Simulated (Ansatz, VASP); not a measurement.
## One calculation of Si, two programs

```
CELL_PARAMETERS angstrom
2.66558 0.00000 0.00000
-1.33279 2.30846 0.00000
0.00000 0.00000 4.50627
ATOMIC_POSITIONS crystal
Si 0.33333 0.66667 0.25000
Si 0.68068 0.34888 0.76794
```

Change from the starting cell: one atom moved.

Alike in both runs: task single point; functional PBE; k mesh 15 × 15 × 8; occupations gaussian, width 0.1 eV; no spin polarisation.

|  | VASP | Ansatz |
| --- | --- | --- |
| version | VASP 6.6.1 | Ansatz 0.2.0 |
| potentials or method | VASP PAW PBE potentials, release 64 (Si), cutoff 500 eV | scalar-relativistic, plane waves, PAW |
| valence electrons in the cell | 8 | 8 |

|  | VASP | Ansatz | Ansatz less VASP |
| --- | --- | --- | --- |
| gap on the k mesh at the Fermi level (eV) | none | none | - |
| pressure (GPa) | 3.3 | 3.4 | +0.04 |
| traceless stress, the component that is largest in VASP (GPa) | 0.93 | 0.92 | -0.008 |
| rms of the force components (eV/Å) | 0.183 | 0.184 | +0.0011 |

Atom by atom the forces differ by 0.001 eV/Å (rms over components). A gap of «none» marks a metal or a gap that the smearing closes. The functional is the same, so the differences come from potentials, cutoffs and numerics.
